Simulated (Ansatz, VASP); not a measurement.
## Two plane-wave programs on AlN

The input INCAR:

```
SYSTEM = AlN
PREC = Accurate
ENCUT = 600
EDIFF = 1E-6
ISMEAR = 0
SIGMA = 0.05
LREAL = .False.
LASPH = .True.
NELM = 120
ALGO = Normal
ISIF = 2
LWAVE = .False.
LCHARG = .False.
NBANDS = 16
GGA_COMPAT = .False.
```

The input KPOINTS:

```
Automatic mesh
0
Gamma
  9 9 6
  0 0 0
```

Contents of POSCAR:

```
AlN
1.0
    3.4114792141      0.0000000000      0.0000000000
   -1.7057396070      2.9544276639      0.0000000000
    0.0000000000      0.0000000000      4.1875630000
Al N
2 2
Direct
    0.3333333333      0.6666666667      0.7500000000
    0.6666666667      0.3333333333      0.2500000000
    0.3333333333      0.6666666667      0.2500000000
    0.6666666667      0.3333333333      0.7500000000
```

Input for Ansatz:

```yaml
crystal:
  lattice:
    - [3.4114792141, 0.0, 0.0]
    - [-1.705739607, 2.9544276639, 0.0]
    - [0.0, 0.0, 4.187563]
  atoms:
    - { symbol: Al, position: [0.3333333333, 0.6666666667, 0.75] }
    - { symbol: Al, position: [0.6666666667, 0.3333333333, 0.25] }
    - { symbol: "N", position: [0.3333333333, 0.6666666667, 0.25] }
    - { symbol: "N", position: [0.6666666667, 0.3333333333, 0.75] }
basis:
  ecutwfc: 420
kpoints:
  mp_grid: { grid: [9, 9, 6] }
hamiltonian:
  xc: lda
scf:
  occupations: { method: gaussian, width: 0.05 }
output:
  forces: true
  stress: true
  eigenvalues: true
```

Change from the starting cell: strain +0.030 along x and y, +0.000 along z, atoms carried along.

Alike in both runs: task single point; functional LDA; k mesh 9 × 9 × 6; occupations gaussian, width 0.05 eV; no spin polarisation.

|  | VASP | Ansatz |
| --- | --- | --- |
| version | VASP 6.6.1 | Ansatz 0.2.0 |
| potentials or method | VASP PAW LDA potentials, release 64 (Al, N), cutoff 600 eV | scalar-relativistic, plane waves, PAW |
| valence electrons in the cell | 16 | 16 |

```tsv
	VASP	Ansatz	Ansatz less VASP
gap on the k mesh at the Fermi level (eV)	2.94	2.93	-0.008
least direct gap on the mesh (eV)	2.94	2.93	-0.008
pressure (GPa)	-18.9	-19.2	-0.29
traceless stress, the component that is largest in VASP (GPa)	3.32	3.38	+0.061
```

LDA's correlation is that of Perdew and Zunger in VASP and of Perdew and Wang (1992) in Ansatz.
